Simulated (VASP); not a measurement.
Input of a VASP 6.6.1 run:

File INCAR:

```
SYSTEM = TiAl3Ni2
  PREC = Accurate
  ENCUT = 600
  EDIFF = 1E-6
  ISMEAR = 0
  SIGMA = 0.1
  LREAL = .FALSE.
  LASPH = .TRUE.
  NELM = 60
  ALGO = Fast
  ISIF = 3
  LWAVE = .FALSE.
  LCHARG = .FALSE.
  GGA = PE
  IBRION = 2
  NSW = 100
  EDIFFG = -0.01
```

Contents of KPOINTS:

```
Automatic mesh
0
G
  14 14 4
  0 0 0
```

File POSCAR:

```
TiAl3Ni2
1.0
    2.8455970988      0.0000000000      0.0000000000
    0.0000000000      2.8455970988      0.0000000000
    0.0000000000      0.0000000000      9.9788653278
Ti Al Ni
1 3 2
Direct
    0.0000000000      0.0000000000      0.5000000000
    0.5000000000      0.5000000000      0.0000000000
    0.5000000000      0.5000000000      0.3001007284
    0.5000000000      0.5000000000      0.6998992716
    0.0000000000      0.0000000000      0.8508660051
    0.0000000000      0.0000000000      0.1491339949
```

Potentials or basis: VASP PAW PBE potentials, release 64 (Ti_sv, Al, Ni).

Command:

```sh
$ cat potpaw_PBE.64/Ti_sv/POTCAR potpaw_PBE.64/Al/POTCAR potpaw_PBE.64/Ni/POTCAR > POTCAR
$ mpirun -np 1 vasp_std > vasp.out
```

Question: What does it give for the relaxed volume?

Answer: 13.46 Å³/atom.

Question: Estimate the band gap on the k mesh.

Answer: Zero (an odd number of electrons rules out a gap without spin polarisation).

Question: What does it give for the relaxed cell?

Answer: a = 2.882 Å, b = 2.882 Å, c = 9.728 Å, α = 90.00°, β = 90.00°, γ = 90.00°.

Question: Estimate the space group after relaxing (to 0.1 Å).

Answer: P4/mmm (No. 123).

Forces on the atoms (eV/Å):
```
Ti   0.000  0.000  0.000
Al   0.000  0.000  0.000
Al   0.000  0.000  0.003
Al   0.000  0.000 -0.003
Ni   0.000  0.000 -0.002
Ni   0.000  0.000  0.002
```

Spin polarisation is off, so any magnetic state and its effect on volume and gap are missing.
